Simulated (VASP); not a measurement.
# WSe2 (P3m1) in VASP: single point with PBE

Aim: the single point of WSe2 with PBE.

Program: VASP 6.6.1. These are calculated values, not measurements. Logs are shortened: lines on timing, memory, paths and dates and some standing lists are left out, and cuts for length are marked.

### 1 The cell of the first run

It takes space group P3m1 (No. 156, trigonal). Conventional cell: a = 3.321 Å, b = 3.321 Å, c = 15.269 Å, α = 90.00°, β = 90.00°, γ = 120.00°. Within 3.4 Å of W (site symmetry 3m) lie 6 Se at 2.55 Å and 6 W at 3.32 Å. W (site symmetry 3m) has 6 Se at 2.42 to 2.68 Å within 3.2 Å. Within 3.5 Å of Se (site symmetry 3m) lie 3 W at 2.68 Å and 7 Se at 3.32 to 3.36 Å. Within 3.4 Å of Se (site symmetry 3m) lie 3 W at 2.55 Å and 7 Se at 3.32 to 3.36 Å. Se (site symmetry 3m) has 3 W at 2.42 Å within 3.2 Å. Se (site symmetry 3m) has 3 W at 2.55 Å and 7 Se at 3.32 to 3.36 Å within 3.4 Å.

### 2 Single point, PBE, collinear spin, ferromagnetic start (atom 2 (W) moved 0.2 Å along z)

File INCAR:

```
PREC = Accurate
ENCUT = 520
EDIFF = 1E-7
ISMEAR = 0
SIGMA = 0.05
LREAL = F
LASPH = T
NELM = 150
ALGO = Normal
ISIF = 2
LWAVE = F
LCHARG = F
ISPIN = 2
MAGMOM = 0.05 0.05 0 0 0 0
LORBIT = 11
LMAXMIX = 4
GGA = PE
NBANDS = 39
```

File KPOINTS:

```
Automatic mesh
0
Gamma
  10 10 2
```

File POSCAR:

```
WSe2
1.0
    3.3206726644      0.0000000000      0.0000000000
   -1.6603363322      2.8757868850      0.0000000000
    0.0000000000      0.0000000000     15.2692400593
W Se
2 4
Direct
    0.3333333333      0.6666666667      0.2500000000
    0.6666666667      0.3333333333      0.7630982288
    0.3333333333      0.6666666667      0.6400904823
    0.6666666667      0.3333333333      0.1400904823
    0.3333333333      0.6666666667      0.8599095177
    0.6666666667      0.3333333333      0.3599095177
```

Potentials or basis: VASP PAW PBE potentials, release 64 (W_sv, Se).

Launch:

```console
> cat potpaw_PBE.64/W_sv/POTCAR potpaw_PBE.64/Se/POTCAR > POTCAR
> mpirun -np 1 vasp_std > vasp.out
```

OUTCAR:

```text
PREC = Accurate
   ENCUT = 520
   EDIFF = 1E-7
   ISMEAR = 0
   LREAL = F
   LASPH = T
   NELM = 150
   ISIF = 2
   ISPIN = 2
   LORBIT = 11
   GGA = PE

 ion  position               nearest neighbor table
   1  0.333  0.667  0.250-   4 2.55   6 2.55   4 2.55   6 2.55   4 2.55   6 2.55
   2  0.667  0.333  0.763-   5 2.42   5 2.42   5 2.42   3 2.68   3 2.68   3 2.68
   3  0.333  0.667  0.640-   2 2.68   2 2.68   2 2.68
   4  0.667  0.333  0.140-   1 2.55   1 2.55   1 2.55
   5  0.333  0.667  0.860-   2 2.42   2 2.42   2 2.42
   6  0.667  0.333  0.360-   1 2.55   1 2.55   1 2.55

  LATTYP: Found a hexagonal cell.
 ALAT       =     3.3206726644
 C/A-ratio  =     4.5982370449

  Lattice vectors:

 A1 = (   3.3206726644,   0.0000000000,   0.0000000000)
 A2 = (  -1.6603363322,   2.8757868850,   0.0000000000)
 A3 = (   0.0000000000,   0.0000000000,  15.2692400593)

Analysis of symmetry for initial positions (statically):
=====================================================================
 Subroutine PRICEL returns:
 Original cell was already a primitive cell.

 Routine SETGRP: Setting up the symmetry group for a
 hexagonal supercell.

 Subroutine GETGRP returns: Found  6 space group operations
 (whereof  6 operations were pure point group operations)
 out of a pool of 24 trial point group operations.

The static configuration has the point symmetry C_3v.

Analysis of symmetry for dynamics (positions and initial velocities):
=====================================================================
 Subroutine PRICEL returns:
 Original cell was already a primitive cell.

 Routine SETGRP: Setting up the symmetry group for a
 hexagonal supercell.

 Subroutine GETGRP returns: Found  6 space group operations
 (whereof  6 operations were pure point group operations)
 out of a pool of 24 trial point group operations.

The dynamic configuration has the point symmetry C_3v.

Analysis of structural, dynamic, and magnetic symmetry:
=====================================================================
 Subroutine PRICEL returns:
 Original cell was already a primitive cell.

 Routine SETGRP: Setting up the symmetry group for a
 hexagonal supercell.

 Subroutine GETGRP returns: Found  6 space group operations
 (whereof  6 operations were pure point group operations)
 out of a pool of 24 trial point group operations.

The overall configuration has the point symmetry C_3v.

 Subroutine INISYM returns: Found  6 space group operations
 (whereof  6 operations are pure point group operations),
 and found     1 'primitive' translations

----------------------------------------------------------------------------------------

                                     Primitive cell

  volume of cell :     145.8143

  direct lattice vectors                    reciprocal lattice vectors
     3.320672664  0.000000000  0.000000000     0.301143805  0.173865457  0.000000000
    -1.660336332  2.875786885  0.000000000     0.000000000  0.347730913  0.000000000
     0.000000000  0.000000000 15.269240059     0.000000000  0.000000000  0.065491144

  length of vectors
     3.320672664  3.320672664 15.269240059     0.347730913  0.347730913  0.065491144

  position of ions in fractional coordinates (direct lattice)
     0.333333333  0.666666667  0.250000000
     0.666666667  0.333333333  0.763098229
     0.333333333  0.666666667  0.640090482
     0.666666667  0.333333333  0.140090482
     0.333333333  0.666666667  0.859909518
     0.666666667  0.333333333  0.359909518

  ion indices of the primitive-cell ions
   primitive index   ion index
                 1           1
                 2           2
                 3           3
                 4           4
                 5           5
                 6           6

----------------------------------------------------------------------------------------

[... 27 lines left out ...]
  0.100000  0.000000  0.000000      6.000000
  0.200000  0.000000  0.000000      6.000000
  0.300000  0.000000  0.000000      6.000000
  0.400000  0.000000  0.000000      6.000000
  0.500000  0.000000  0.000000      3.000000
[... 16 lines left out ...]
  0.300000  0.100000  0.500000     12.000000
  0.400000  0.100000  0.500000     12.000000
 [... further k-points ...]
   k-points           NKPTS =     28   k-points in BZ     NKDIM =     28   number of bands    NBANDS=     39
   number of dos      NEDOS =    301   number of ions     NIONS =      6
   total plane-waves  NPLWV =  94080
   dimension x,y,z NGX =    28 NGY =   28 NGZ =  120
   dimension x,y,z NGXF=    56 NGYF=   56 NGZF=  240
   ions per type =               2   4
   NGX,Y,Z   is equivalent  to a cutoff of  14.02, 14.02, 13.07 a.u.
   NGXF,Y,Z  is equivalent  to a cutoff of  28.04, 28.04, 26.13 a.u.
 SYSTEM =  unknown system
   PREC   = accura    normal or accurate (medium, high low for compatibility)
   ISTART =      0    job   : 0-new  1-cont  2-samecut
   ICHARG =      2    charge: 1-file 2-atom 10-const
   ISPIN  =      2    spin polarized calculation?
   LNONCOLLINEAR =      F non collinear calculations
   LSORBIT =      F    spin-orbit coupling
   LASPH  =      T    aspherical Exc in radial PAW
   ENCUT  =  520.0 eV  38.22 Ry    6.18 a.u.   6.17  6.17 28.39*2*pi/ulx,y,z
   NELM   =    150;   NELMIN=  2; NELMDL= -5     # of ELM steps
   EDIFF  = 0.1E-06   stopping-criterion for ELM
   LREAL  =      F    real-space projection
   EDIFFG = 0.1E-05   stopping-criterion for IOM
   NSW    =      0    number of steps for IOM
   IBRION =     -1    ionic relax: 0-MD 1-quasi-New 2-CG
   NFREE  =      0    steps in history (QN), initial steepest desc. (CG)
   ISIF   =      2    stress and relaxation
   ISYM   =      2    0-nonsym 1-usesym 2-fastsym
   POTIM  = 0.5000    time-step for ionic-motion
   TEBEG  =    0.0;   TEEND  =   0.0 temperature during run
   PSTRESS=    0.0 pullay stress
   NELECT =      52.0000    total number of electrons
   NUPDOWN=      -1.0000    fix difference up-down
   EMIN   =  10.00;   EMAX   =-10.00  energy-range for DOS
   EFERMI =   0.00;   METHOD = LEGACY
   ISMEAR =     0;   SIGMA  =   0.05  broadening in eV -4-tet -1-fermi 0-gaus
   EFERMI_NEDOS =   21; number of points for ismear=-14 and -15
   IALGO  =     38    algorithm
   IMIX   =      4    mixing-type and parameters
     AMIX     =   0.40;   BMIX     =  1.00
     AMIX_MAG =   1.60;   BMIX_MAG =  1.00
  volume/ion in A,a.u.               =      24.30       164.00
  Fermi-wavevector in a.u.,A,eV,Ry     =   1.160939  2.193856 18.337636  1.347778
  Thomas-Fermi vector in A             =   2.297516
   LORBIT       =     11    0 simple, 1 ext, 2 COOP (PROOUT), +10 PAW based schemes
   GGA     = PE    functional components
   LHFCALC =     F    Hartree Fock is set to
   AEXX    =    0.0000 exact exchange contribution
   IVDW    =     0    specifies the selected vdW correction
   LEPSILON=     F    determine dielectric tensor
   LRPA    =     F    only Hartree local field effects (RPA)
 spin polarized calculation
 Gauss-broadening in eV      SIGMA  =   0.05
  energy-cutoff  :      520.00
  volume of cell :      145.81
 maximum number of plane-waves:      3956
 NGX is ok and might be reduce to    28
   NGX = 13   NGY = 13   NGZ = 57

 number of electron      51.9999999 magnetization       0.0002637

 Free energy of the ion-electron system (eV)
  ---------------------------------------------------
  ext. energy  EPLUGINS =         0.00000000
  ---------------------------------------------------
  free energy    TOTEN  =       -42.70141011 eV

  energy without entropy =      -42.70141011  energy(sigma->0) =      -42.70141011

 E-fermi :   4.5715     XC(G=0):  -9.5094

 val. band max:        4.3506470226   @ k =   0.0000   0.0000   0.0000
 cond. band min:       5.4597826663   @ k =   0.2000   0.1000   0.0000
 fundamental gap:      1.1091356437
 Fermi energy:         4.5715201512

 spin component 1

 k-point     1 :       0.0000    0.0000    0.0000
  band No.  band energies     occupation
      1     -69.9604      1.00000
      2     -69.9433      1.00000
      3     -34.2026      1.00000
      4     -34.1621      1.00000
      5     -34.0999      1.00000
      6     -34.0999      1.00000
[... 973 lines left out ...]
     37      11.1661      0.00000
     38      11.5104      0.00000

 [... further k-points ...]

 spin component 2

 k-point     1 :       0.0000    0.0000    0.0000
  band No.  band energies     occupation
      1     -69.9604      1.00000
      2     -69.9433      1.00000
      3     -34.2026      1.00000
      4     -34.1621      1.00000
      5     -34.0999      1.00000
      6     -34.0999      1.00000
[... 973 lines left out ...]
     37      11.1662      0.00000
     38      11.5104      0.00000

 [... further k-points ...]

 [bands above 38 left out]

------------------------ aborting loop because EDIFF is reached ----------------------------------------

  FORCE on cell =-STRESS in cart. coord.  units (eV):
  Direction    XX          YY          ZZ          XY          YZ          ZX
  --------------------------------------------------------------------------------------
  -------------------------------------------------------------------------------------
  Total        1.5588858      1.5588858      1.2448881      0.0000000      0.0000000      0.0000000
  in kB       17.1287110     17.1287110     13.6785701      0.0000000      0.0000000      0.0000000
  external PRESSURE =      15.9786640 kB  Pullay stress =       0.0000000 kB

 VOLUME and BASIS-vectors are now :
 -----------------------------------------------------------------------------
  energy-cutoff  :      520.00
  volume of cell :      145.81
      direct lattice vectors                 reciprocal lattice vectors
     3.320672664  0.000000000  0.000000000     0.301143805  0.173865457  0.000000000
    -1.660336332  2.875786885  0.000000000     0.000000000  0.347730913  0.000000000
     0.000000000  0.000000000 15.269240059     0.000000000  0.000000000  0.065491144

 POSITION                                       TOTAL-FORCE (eV/Angst)
 -----------------------------------------------------------------------------------
     -0.00000      1.91719      3.81731        -0.000000      0.000000      0.008772
      1.66034      0.95860     11.65193        -0.000000     -0.000000     -5.498893
     -0.00000      1.91719      9.77370         0.000000     -0.000000      2.086707
      1.66034      0.95860      2.13908         0.000000     -0.000000     -0.047953
     -0.00000      1.91719     13.13016         0.000000     -0.000000      3.409476
      1.66034      0.95860      5.49554         0.000000     -0.000000      0.041890
 -----------------------------------------------------------------------------------
    total drift:                               -0.000000      0.000000      0.000012

  FREE ENERGIE OF THE ION-ELECTRON SYSTEM (eV)
  ---------------------------------------------------
  free  energy   TOTEN  =       -42.7014101073 eV

  energy  without entropy=      -42.7014101073  energy(sigma->0) =      -42.70141011

 total charge

# of ion       s       p       d       tot
------------------------------------------
    1        2.307   6.269   3.351  11.927
    2        2.314   6.275   3.389  11.979
    3        1.482   2.262   0.046   3.790
    4        1.474   2.345   0.066   3.885
    5        1.467   2.442   0.098   4.007
    6        1.473   2.347   0.066   3.886
--------------------------------------------------
tot         10.518  21.941   7.016  39.474

 magnetization (x)

# of ion       s       p       d       tot
------------------------------------------
    1       -0.000  -0.000  -0.000  -0.000
    2       -0.000  -0.000  -0.000  -0.000
    3       -0.000  -0.000   0.000  -0.000
    4       -0.000  -0.000  -0.000  -0.000
    5       -0.000  -0.000  -0.000  -0.000
    6       -0.000  -0.000  -0.000  -0.000
--------------------------------------------------
tot         -0.000  -0.000  -0.000  -0.000
```

It took 13 min on 1 thread of Intel Xeon 8259CL, shared host; peak memory 0.5 GiB.

Results:

```yaml
Free_energy: -42.7014 eV
Pressure: 1.6 GPa
Largest_force: 5.499 eV/Å
Band_gap_on_the_k_mesh: 1.11 eV, indirect (least direct gap 1.63 eV)
Net_moment: 0.00 μB per cell
Valence_electrons_inside_the_program's_atomic_spheres: W 11.93, 11.98; Se 3.79, 3.88, 4.01, 3.89
```

Forces on the atoms (eV/Å):
```
W    0.000  0.000  0.009
W    0.000  0.000 -5.499
Se   0.000  0.000  2.087
Se   0.000  0.000 -0.048
Se   0.000  0.000  3.409
Se   0.000  0.000  0.042
```

Stress tensor (GPa, compression positive):
```
1.71 0.00 0.00
0.00 1.71 0.00
0.00 0.00 1.37
```

Caveat: the cell differs from its parent crystal (atom 2 (W) moved 0.2 Å along z); spin-orbit coupling is left out, which moves the levels of the heavy elements; this functional lacks dispersion, which binds the layers, so the pressure and a relaxed spacing across them are unreliable; forces of over 1 eV/Å act on the atoms, so gaps and moduli don't describe the material at rest. A k mesh can miss the band edges.
